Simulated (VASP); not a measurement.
Input of a VASP 6.6.1 run:

File INCAR:

```
PREC = Accurate
ENCUT = 520
EDIFF = 1E-6
ISMEAR = -1
SIGMA = 0.05
LREAL = F
LASPH = T
NELM = 80
ALGO = Normal
ISIF = 2
LWAVE = F
LCHARG = F
GGA = PE
NBANDS = 12
```

Contents of KPOINTS:

```
regular mesh
0
Gamma
  12 12 7
```

POSCAR

```
Sb
1.0
    3.4363801831      0.0000000000      0.0000000000
   -1.7181900916      2.9759925356      0.0000000000
    0.0000000000      0.0000000000      5.3300000000
Sb
2
Direct
    0.3333333333      0.6666666667      0.2500000000
    0.6666666667      0.3333333333      0.7500000000
```

Potentials or basis: VASP PAW PBE potentials, release 64 (Sb).

Command:

```sh
$ cat potpaw_PBE.64/Sb/POTCAR > POTCAR
$ mpirun -np 1 vasp_std > vasp.out
```

**Question.** Predict the pressure.

**Answer.** 0.2 GPa.

**Question.** Predict the band gap on the k mesh.

**Answer.** Zero (band 5 reaches 12.01 eV, above the bottom of band 6 at 5.61 eV).

Stress tensor (GPa, compression positive):
```
0.29 0.00 0.00
0.00 0.29 0.00
0.00 0.00 0.04
```

Caveat: the cell differs from its parent crystal (equal xx and yy strain of +2 %); spin-orbit coupling is left out, which moves the levels of the heavy elements.
